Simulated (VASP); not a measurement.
Set up this calculation in VASP 6.6.1, as the native input.

```
Task                   : single point
Functional             : PBE
Potentials or basis    : VASP PAW PBE potentials, release 64 (Ta_pv)
Cutoff                 : 520 eV
k mesh                 : 16 × 16 × 16
Occupations            : fermi-dirac, width 0.1 eV
Spin                   : no spin polarisation
Dipole correction      : no
Further INCAR settings : ALGO = Normal; EDIFF = 1e-07; NBANDS = 12
```

The structure of Ta lies in POSCAR:

```
Ta
1.0
    2.4091118975      0.0000000000      0.0000000000
    0.0000000000      2.4091118975      0.0000000000
    0.0000000000      0.0000000000      2.4091118975
Ta
1
Direct
    0.0000000000      0.0000000000      0.0000000000
```

This isn't the form of Ta at room conditions, which is bcc.

One way to write it, as run:

INCAR

```
SYSTEM = Ta
PREC = Accurate ; ENCUT = 520
EDIFF = 1E-7 ; ISMEAR = -1
SIGMA = 0.1 ; LREAL = .FALSE.
LASPH = .TRUE. ; NELM = 100
ALGO = Normal ; ISIF = 2
LWAVE = .FALSE. ; LCHARG = .FALSE.
GGA = PE ; NBANDS = 12
```

KPOINTS

```
regular mesh
0
G
  16 16 16
  0 0 0
```

Potentials or basis: VASP PAW PBE potentials, release 64 (Ta_pv).

Run with:

```console
$ cat potpaw_PBE.64/Ta_pv/POTCAR > POTCAR
$ mpirun -np 1 vasp_std > vasp.out
```

It gave:

```yaml
Pressure: 122.0 GPa
Band_gap_on_the_k_mesh: zero (an odd number of electrons rules out a gap without spin polarisation)
```

Caveat: the cell stands under pressure; spin-orbit coupling is left out, which moves the levels of the heavy elements.

Wall time 22 s on 1 thread of Intel Xeon 8259CL (shared host), peak memory 0.14 GiB.
